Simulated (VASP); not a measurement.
# NaTeO3 (Pm-3m) in VASP: notebook

Runs on NaTeO3. Level: LDA. Tasks: single point.

Program: VASP 6.6.1. These are calculated values, not measurements. Logs are shortened: lines on timing, memory, paths and dates and some standing lists are left out, and cuts for length are marked.

## 1. The cell of the first run

Symmetry: Pm-3m, No. 221, cubic system. The conventional cell has a = 3.971 Å, b = 3.971 Å, c = 3.971 Å, α = 90.00°, β = 90.00°, γ = 90.00°. Within 3.7 Å of Na (site symmetry m-3m) lie 12 O at 2.81 Å and 8 Te at 3.44 Å. Within 2.6 Å of Te (site symmetry m-3m) lie 6 O at 1.99 Å. Within 2.6 Å of O (site symmetry 4/mmm) lie 2 Te at 1.99 Å.

## 2. Single point, LDA

The input, INCAR:

```
SYSTEM = NaTeO3
PREC = Accurate
ENCUT = 520
EDIFF = 1E-7
ISMEAR = -1
SIGMA = 0.1
LREAL = .FALSE.
LASPH = .TRUE.
NELM = 100
ALGO = Normal
ISIF = 2
LWAVE = .FALSE.
LCHARG = .FALSE.
GGA = CA
NBANDS = 24
```

The input, KPOINTS:

```
Automatic mesh
0
G
  5 5 5
  0 0 0
```

The input, POSCAR:

```
NaTeO3
1.0
    3.9714272446      0.0000000000      0.0000000000
    0.0000000000      3.9714272446      0.0000000000
    0.0000000000      0.0000000000      3.9714272446
Na Te O
1 1 3
Direct
    0.0000000000      0.0000000000      0.0000000000
    0.5000000000      0.5000000000      0.5000000000
    0.5000000000      0.5000000000      0.0000000000
    0.0000000000      0.5000000000      0.5000000000
    0.5000000000      0.0000000000      0.5000000000
```

Potentials or basis: VASP PAW LDA potentials, release 64 (Na_pv, Te, O).

Launch:

```console
$ cat potpaw_LDA.64/Na_pv/POTCAR potpaw_LDA.64/Te/POTCAR potpaw_LDA.64/O/POTCAR > POTCAR
$ mpirun -np 1 vasp_std > vasp.out
```

OUTCAR:

```text
SYSTEM = NaTeO3
   PREC = Accurate
   ENCUT = 520
   EDIFF = 1E-7
   ISMEAR = -1
   LREAL = .FALSE.
   LASPH = .TRUE.
   NELM = 100
   ISIF = 2
   GGA = CA

 ion  position               nearest neighbor table
   1  0.000  0.000  0.000-
   2  0.500  0.500  0.500-   3 1.99   4 1.99   5 1.99   3 1.99   5 1.99   4 1.99
   3  0.500  0.500  0.000-   2 1.99   2 1.99
   4  0.000  0.500  0.500-   2 1.99   2 1.99
   5  0.500  0.000  0.500-   2 1.99   2 1.99

  LATTYP: Found a simple cubic cell.
 ALAT       =     3.9714272446

  Lattice vectors:

 A1 = (   3.9714272446,   0.0000000000,   0.0000000000)
 A2 = (   0.0000000000,   3.9714272446,   0.0000000000)
 A3 = (   0.0000000000,   0.0000000000,   3.9714272446)

Analysis of symmetry for initial positions (statically):
=====================================================================
 Subroutine PRICEL returns:
 Original cell was already a primitive cell.

 Routine SETGRP: Setting up the symmetry group for a
 simple cubic supercell.

 Subroutine GETGRP returns: Found 48 space group operations
 (whereof 48 operations were pure point group operations)
 out of a pool of 48 trial point group operations.

The static configuration has the point symmetry O_h .

Analysis of symmetry for dynamics (positions and initial velocities):
=====================================================================
 Subroutine PRICEL returns:
 Original cell was already a primitive cell.

 Routine SETGRP: Setting up the symmetry group for a
 simple cubic supercell.

 Subroutine GETGRP returns: Found 48 space group operations
 (whereof 48 operations were pure point group operations)
 out of a pool of 48 trial point group operations.

The dynamic configuration has the point symmetry O_h .

 Subroutine INISYM returns: Found 48 space group operations
 (whereof 48 operations are pure point group operations),
 and found     1 'primitive' translations

----------------------------------------------------------------------------------------

                                     Primitive cell

  volume of cell :      62.6383

  direct lattice vectors                    reciprocal lattice vectors
     3.971427245  0.000000000  0.000000000     0.251798645  0.000000000  0.000000000
     0.000000000  3.971427245  0.000000000     0.000000000  0.251798645  0.000000000
     0.000000000  0.000000000  3.971427245     0.000000000  0.000000000  0.251798645

  length of vectors
     3.971427245  3.971427245  3.971427245     0.251798645  0.251798645  0.251798645

  position of ions in fractional coordinates (direct lattice)
     0.000000000  0.000000000  0.000000000
     0.500000000  0.500000000  0.500000000
     0.500000000  0.500000000  0.000000000
     0.000000000  0.500000000  0.500000000
     0.500000000  0.000000000  0.500000000

  ion indices of the primitive-cell ions
   primitive index   ion index
                 1           1
                 2           2
                 3           3
                 4           4
                 5           5

----------------------------------------------------------------------------------------

 KPOINTS: Automatic mesh

Automatic generation of k-mesh.
 Grid dimensions read from file:
 generate k-points for:    5    5    5

 Generating k-lattice:

  Cartesian coordinates                     Fractional coordinates (reciprocal lattice)
     0.050359729  0.000000000  0.000000000     0.200000000  0.000000000  0.000000000
     0.000000000  0.050359729  0.000000000     0.000000000  0.200000000  0.000000000
     0.000000000  0.000000000  0.050359729     0.000000000  0.000000000  0.200000000

  Length of vectors
     0.050359729  0.050359729  0.050359729

  Shift w.r.t. Gamma in fractional coordinates (k-lattice)
     0.000000000  0.000000000  0.000000000

 Subroutine IBZKPT returns following result:
 ===========================================

 Found     10 irreducible k-points:

 Following reciprocal coordinates:
            Coordinates               Weight
  0.000000  0.000000  0.000000      1.000000
  0.200000  0.000000  0.000000      6.000000
  0.400000  0.000000  0.000000      6.000000
  0.200000  0.200000  0.000000     12.000000
  0.400000  0.200000  0.000000     24.000000
  0.400000  0.400000  0.000000     12.000000
  0.200000  0.200000  0.200000      8.000000
  0.400000  0.200000  0.200000     24.000000
  0.400000  0.400000  0.200000     24.000000
  0.400000  0.400000  0.400000      8.000000
   k-points           NKPTS =     10   k-points in BZ     NKDIM =     10   number of bands    NBANDS=     24
   number of dos      NEDOS =    301   number of ions     NIONS =      5
   total plane-waves  NPLWV =  27000
   dimension x,y,z NGX =    30 NGY =   30 NGZ =   30
   dimension x,y,z NGXF=    60 NGYF=   60 NGZF=   60
   ions per type =               1   1   3
   NGX,Y,Z   is equivalent  to a cutoff of  12.56, 12.56, 12.56 a.u.
   NGXF,Y,Z  is equivalent  to a cutoff of  25.12, 25.12, 25.12 a.u.
 SYSTEM =  NaTeO3
   PREC   = accura    normal or accurate (medium, high low for compatibility)
   ISTART =      0    job   : 0-new  1-cont  2-samecut
   ICHARG =      2    charge: 1-file 2-atom 10-const
   ISPIN  =      1    spin polarized calculation?
   LNONCOLLINEAR =      F non collinear calculations
   LSORBIT =      F    spin-orbit coupling
   LASPH  =      T    aspherical Exc in radial PAW
   ENCUT  =  520.0 eV  38.22 Ry    6.18 a.u.   7.38  7.38  7.38*2*pi/ulx,y,z
   NELM   =    100;   NELMIN=  2; NELMDL= -5     # of ELM steps
   EDIFF  = 0.1E-06   stopping-criterion for ELM
   LREAL  =      F    real-space projection
   EDIFFG = 0.1E-05   stopping-criterion for IOM
   NSW    =      0    number of steps for IOM
   IBRION =     -1    ionic relax: 0-MD 1-quasi-New 2-CG
   NFREE  =      0    steps in history (QN), initial steepest desc. (CG)
   ISIF   =      2    stress and relaxation
   ISYM   =      2    0-nonsym 1-usesym 2-fastsym
   POTIM  = 0.5000    time-step for ionic-motion
   TEBEG  =    0.0;   TEEND  =   0.0 temperature during run
   PSTRESS=    0.0 pullay stress
   NELECT =      31.0000    total number of electrons
   NUPDOWN=      -1.0000    fix difference up-down
   EMIN   =  10.00;   EMAX   =-10.00  energy-range for DOS
   EFERMI =   0.00;   METHOD = LEGACY
   ISMEAR =    -1;   SIGMA  =   0.10  broadening in eV -4-tet -1-fermi 0-gaus
   EFERMI_NEDOS =   21; number of points for ismear=-14 and -15
   IALGO  =     38    algorithm
   IMIX   =      4    mixing-type and parameters
     AMIX     =   0.40;   BMIX     =  1.00
     AMIX_MAG =   1.60;   BMIX_MAG =  1.00
  volume/ion in A,a.u.               =      12.53        84.54
  Fermi-wavevector in a.u.,A,eV,Ry     =   1.294937  2.447077 22.815106  1.676863
  Thomas-Fermi vector in A             =   2.426489
   LORBIT       =      0    0 simple, 1 ext, 2 COOP (PROOUT), +10 PAW based schemes
   GGA     = CA    functional components
   LHFCALC =     F    Hartree Fock is set to
   AEXX    =    0.0000 exact exchange contribution
   IVDW    =     0    specifies the selected vdW correction
   LEPSILON=     F    determine dielectric tensor
   LRPA    =     F    only Hartree local field effects (RPA)
 non-spin polarized calculation
  energy-cutoff  :      520.00
  volume of cell :       62.64
 maximum number of plane-waves:      1743
 NGX is ok and might be reduce to    30
   NGX = 15   NGY = 15   NGZ = 15

 number of electron      30.9999978 magnetization

 Free energy of the ion-electron system (eV)
  ---------------------------------------------------
  ext. energy  EPLUGINS =         0.00000000
  ---------------------------------------------------
  free energy    TOTEN  =       -28.53562607 eV

  energy without entropy =      -28.49387450  energy(sigma->0) =      -28.51475028

 E-fermi :   5.7631     XC(G=0): -10.7794

 val. band max:        5.5878968794   @ k =   0.4000   0.2000   0.0000
 cond. band min:       5.8130275004   @ k =   0.4000   0.2000   0.2000
 fundamental gap:      0.2251306210
 Fermi energy:         5.7631096282

 k-point     1 :       0.0000    0.0000    0.0000
  band No.  band energies     occupation
      1     -17.8101      2.00000
      2     -17.8101      2.00000
      3     -17.8101      2.00000
      4     -15.7983      2.00000
      5     -12.1253      2.00000
      6     -12.1253      2.00000
[... 16 lines left out ...]
     23      14.9643      0.00000
     24      14.9643      0.00000

 k-point     2 :       0.2000    0.0000    0.0000
  band No.  band energies     occupation
      1     -17.8232      2.00000
      2     -17.8093      2.00000
      3     -17.8093      2.00000
      4     -15.5908      2.00000
      5     -12.5125      2.00000
      6     -12.1169      2.00000
[... 16 lines left out ...]
     23      15.1732      0.00000
     24      15.4441      0.00000

 k-point     3 :       0.4000    0.0000    0.0000
  band No.  band energies     occupation
      1     -17.8429      2.00000
      2     -17.8082      2.00000
      3     -17.8082      2.00000
      4     -15.1137      2.00000
      5     -13.2689      2.00000
      6     -12.1037      2.00000
[... 16 lines left out ...]
     23      15.5449      0.00000
     24      15.5449      0.00000
[... 136 lines left out ...]
 k-point     9 :       0.4000    0.4000    0.2000
  band No.  band energies     occupation
      1     -17.8262      2.00000
      2     -17.8237      2.00000
      3     -17.8115      2.00000
      4     -14.2046      2.00000
      5     -13.2656      2.00000
      6     -13.0822      2.00000
[... 16 lines left out ...]
     23      15.3946      0.00000
     24      17.6954      0.00000

 k-point    10 :       0.4000    0.4000    0.4000
  band No.  band energies     occupation
      1     -17.8213      2.00000
      2     -17.8191      2.00000
      3     -17.8191      2.00000
      4     -13.7566      2.00000
      5     -13.2515      2.00000
      6     -13.2515      2.00000
[... 16 lines left out ...]
     23      15.3832      0.00000
     24      18.5743      0.00000

------------------------ aborting loop because EDIFF is reached ----------------------------------------

  FORCE on cell =-STRESS in cart. coord.  units (eV):
  Direction    XX          YY          ZZ          XY          YZ          ZX
  --------------------------------------------------------------------------------------
  -------------------------------------------------------------------------------------
  Total        1.4050033      1.4050033      1.4050033      0.0000000      0.0000000     -0.0000000
  in kB       35.9375181     35.9375181     35.9375181      0.0000000      0.0000000     -0.0000000
  external PRESSURE =      35.9375181 kB  Pullay stress =       0.0000000 kB

 VOLUME and BASIS-vectors are now :
 -----------------------------------------------------------------------------
  energy-cutoff  :      520.00
  volume of cell :       62.64
      direct lattice vectors                 reciprocal lattice vectors
     3.971427245  0.000000000  0.000000000     0.251798645  0.000000000  0.000000000
     0.000000000  3.971427245  0.000000000     0.000000000  0.251798645  0.000000000
     0.000000000  0.000000000  3.971427245     0.000000000  0.000000000  0.251798645

 POSITION                                       TOTAL-FORCE (eV/Angst)
 -----------------------------------------------------------------------------------
      0.00000      0.00000      0.00000         0.000000      0.000000      0.000000
      1.98571      1.98571      1.98571         0.000000      0.000000      0.000000
      1.98571      1.98571      0.00000         0.000000      0.000000      0.000000
      0.00000      1.98571      1.98571         0.000000      0.000000      0.000000
      1.98571      0.00000      1.98571         0.000000      0.000000      0.000000
 -----------------------------------------------------------------------------------
    total drift:                                0.000000      0.000000     -0.000000

  FREE ENERGIE OF THE ION-ELECTRON SYSTEM (eV)
  ---------------------------------------------------
  free  energy   TOTEN  =       -28.5356260725 eV

  energy  without entropy=      -28.4938744974  energy(sigma->0) =      -28.51475028
```

Wall time 8.3 s (1 thread of Intel Xeon 6975P-C (Granite Rapids), shared host); peak memory 0.15 GiB.

What came out:

```
Free energy : -28.5356 eV
Pressure    : 3.6 GPa
```

Caveat: spin-orbit coupling is left out, which moves the levels of the heavy elements; an odd number of electrons without spin polarisation forces a metal; a magnetic or distorted state may lie lower.

## 3. Single point, LDA

This run uses another cell than the first one, of 12.78 Å³/atom, 1.020 times its volume.

INCAR, as its differences from that of step 2:

```diff
@@ -3,3 +3,3 @@
 ENCUT = 520
-EDIFF = 1E-7
+EDIFF = 1E-6
 ISMEAR = -1
```

The input, KPOINTS:

```
Automatic mesh
0
G
  4 4 4
  0 0 0
```

POSCAR, as its differences from that of step 2:

```diff
@@ -2,5 +2,5 @@
 1.0
-    3.9714272446      0.0000000000      0.0000000000
-    0.0000000000      3.9714272446      0.0000000000
-    0.0000000000      0.0000000000      3.9714272446
+    3.9982620264      0.0000000000      0.0000000000
+    0.0000000000      3.9982620264      0.0000000000
+    0.0000000000      0.0000000000      3.9982620264
 Na Te O
```

Potentials or basis: VASP PAW LDA potentials, release 64 (Na_pv, Te, O).

Launch:

```console
$ cat potpaw_LDA.64/Na_pv/POTCAR potpaw_LDA.64/Te/POTCAR potpaw_LDA.64/O/POTCAR > POTCAR
$ mpirun -np 1 vasp_std > vasp.out
```

OUTCAR:

```text
SYSTEM = NaTeO3
   PREC = Accurate
   ENCUT = 520
   EDIFF = 1E-6
   ISMEAR = -1
   LREAL = .FALSE.
   LASPH = .TRUE.
   NELM = 100
   ISIF = 2
   GGA = CA

 ion  position               nearest neighbor table
   1  0.000  0.000  0.000-
   2  0.500  0.500  0.500-   3 2.00   4 2.00   5 2.00   3 2.00   5 2.00   4 2.00
   3  0.500  0.500  0.000-   2 2.00   2 2.00
   4  0.000  0.500  0.500-   2 2.00   2 2.00
   5  0.500  0.000  0.500-   2 2.00   2 2.00

  LATTYP: Found a simple cubic cell.
 ALAT       =     3.9982620264

  Lattice vectors:

 A1 = (   3.9982620264,   0.0000000000,   0.0000000000)
 A2 = (   0.0000000000,   3.9982620264,   0.0000000000)
 A3 = (   0.0000000000,   0.0000000000,   3.9982620264)

Analysis of symmetry for initial positions (statically):
=====================================================================
 Subroutine PRICEL returns:
 Original cell was already a primitive cell.

 Routine SETGRP: Setting up the symmetry group for a
 simple cubic supercell.

 Subroutine GETGRP returns: Found 48 space group operations
 (whereof 48 operations were pure point group operations)
 out of a pool of 48 trial point group operations.

The static configuration has the point symmetry O_h .

Analysis of symmetry for dynamics (positions and initial velocities):
=====================================================================
 Subroutine PRICEL returns:
 Original cell was already a primitive cell.

 Routine SETGRP: Setting up the symmetry group for a
 simple cubic supercell.

[... 106 lines left out ...]
   NELECT =      31.0000    total number of electrons
   NUPDOWN=      -1.0000    fix difference up-down
   EMIN   =  10.00;   EMAX   =-10.00  energy-range for DOS
   EFERMI =   0.00;   METHOD = LEGACY
   ISMEAR =    -1;   SIGMA  =   0.10  broadening in eV -4-tet -1-fermi 0-gaus
   EFERMI_NEDOS =   21; number of points for ismear=-14 and -15
   IALGO  =     38    algorithm
   IMIX   =      4    mixing-type and parameters
     AMIX     =   0.40;   BMIX     =  1.00
     AMIX_MAG =   1.60;   BMIX_MAG =  1.00
  volume/ion in A,a.u.               =      12.78        86.27
  Fermi-wavevector in a.u.,A,eV,Ry     =   1.286246  2.430653 22.509881  1.654430
  Thomas-Fermi vector in A             =   2.418332
   LORBIT       =      0    0 simple, 1 ext, 2 COOP (PROOUT), +10 PAW based schemes
   GGA     = CA    functional components
   LHFCALC =     F    Hartree Fock is set to
   AEXX    =    0.0000 exact exchange contribution
   IVDW    =     0    specifies the selected vdW correction
   LEPSILON=     F    determine dielectric tensor
   LRPA    =     F    only Hartree local field effects (RPA)
 non-spin polarized calculation
  energy-cutoff  :      520.00
  volume of cell :       63.92
 maximum number of plane-waves:      1750
 NGX is ok and might be reduce to    30
   NGX = 15   NGY = 15   NGZ = 15

 number of electron      30.9999966 magnetization

 Free energy of the ion-electron system (eV)
  ---------------------------------------------------
  ext. energy  EPLUGINS =         0.00000000
  ---------------------------------------------------
  free energy    TOTEN  =       -28.70627938 eV

  energy without entropy =      -28.68707877  energy(sigma->0) =      -28.69667907

 E-fermi :   5.8199     XC(G=0): -10.6827

 val. band max:        5.3688396991   @ k =   0.5000   0.0000   0.0000
 cond. band min:       5.9867583404   @ k =   0.5000   0.2500   0.0000
 fundamental gap:      0.6179186412
 Fermi energy:         5.8198681822

 k-point     1 :       0.0000    0.0000    0.0000
  band No.  band energies     occupation
      1     -18.0171      2.00000
      2     -18.0171      2.00000
      3     -18.0171      2.00000
      4     -15.8562      2.00000
      5     -12.3061      2.00000
      6     -12.3061      2.00000
[... 259 lines left out ...]
     23      15.1659      0.00000
     24      18.7545      0.00000

------------------------ aborting loop because EDIFF is reached ----------------------------------------

  FORCE on cell =-STRESS in cart. coord.  units (eV):
  Direction    XX          YY          ZZ          XY          YZ          ZX
  --------------------------------------------------------------------------------------
  -------------------------------------------------------------------------------------
  Total       -0.0162181     -0.0162181     -0.0162181     -0.0000000     -0.0000000      0.0000000
  in kB       -0.4065344     -0.4065344     -0.4065344     -0.0000000     -0.0000000      0.0000000
  external PRESSURE =      -0.4065344 kB  Pullay stress =       0.0000000 kB

 VOLUME and BASIS-vectors are now :
 -----------------------------------------------------------------------------
  energy-cutoff  :      520.00
  volume of cell :       63.92
      direct lattice vectors                 reciprocal lattice vectors
     3.998262026  0.000000000  0.000000000     0.250108671  0.000000000  0.000000000
     0.000000000  3.998262026  0.000000000     0.000000000  0.250108671  0.000000000
     0.000000000  0.000000000  3.998262026     0.000000000  0.000000000  0.250108671

 POSITION                                       TOTAL-FORCE (eV/Angst)
 -----------------------------------------------------------------------------------
      0.00000      0.00000      0.00000         0.000000      0.000000      0.000000
      1.99913      1.99913      1.99913         0.000000      0.000000      0.000000
      1.99913      1.99913      0.00000         0.000000      0.000000      0.000000
      0.00000      1.99913      1.99913         0.000000      0.000000      0.000000
      1.99913      0.00000      1.99913         0.000000      0.000000      0.000000
 -----------------------------------------------------------------------------------
    total drift:                                0.000000      0.000000     -0.000000

  FREE ENERGIE OF THE ION-ELECTRON SYSTEM (eV)
  ---------------------------------------------------
  free  energy   TOTEN  =       -28.7062793769 eV

  energy  without entropy=      -28.6870787700  energy(sigma->0) =      -28.69667907
```

Wall time 7.7 s (1 thread of Intel Xeon 6975P-C (Granite Rapids), shared host); peak memory 0.15 GiB.

Results:

| Item | Value |
| --- | --- |
| Free energy | -28.7063 eV |
| Pressure | 0.0 GPa |

Caveat: the k points lie up to 0.39 Å⁻¹ apart; spin-orbit coupling is left out, which moves the levels of the heavy elements; an odd number of electrons without spin polarisation forces a metal; a magnetic or distorted state may lie lower.

[end of part 1 of 2]
